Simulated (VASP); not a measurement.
Here is a VASP 6.6.1 calculation.

File INCAR:

```
SYSTEM = Pd
  PREC = Accurate
  ENCUT = 520
  EDIFF = 1E-6
  ISMEAR = 0
  SIGMA = 0.1
  LREAL = .FALSE.
  LASPH = .TRUE.
  NELM = 60
  ALGO = Fast
  ISIF = 2
  LWAVE = .FALSE.
  LCHARG = .FALSE.
  GGA = PE
  NBANDS = 11
```

KPOINTS

```
Automatic mesh
0
G
  28 28 28
  0 0 0
```

Contents of POSCAR:

```
Pd
1.0
   -1.3938400263      1.3938400263      1.9720700362
    1.3938400263     -1.3938400263      1.9720700362
    1.3938400263      1.3938400263     -1.9720700362
Pd
1
Direct
    0.5000000000      0.5000000000      0.0000000000
```

Potentials or basis: VASP PAW PBE potentials, release 64 (Pd).

Run with:

```console
$ cat potpaw_PBE.64/Pd/POTCAR > POTCAR
$ mpirun -np 1 vasp_std > vasp.out
```

Q: Estimate the band gap on the k mesh.

A: Zero (bands 5 and 6 overlap by 1.49 eV).

Q: Estimate the pressure.

A: -0.2 GPa.
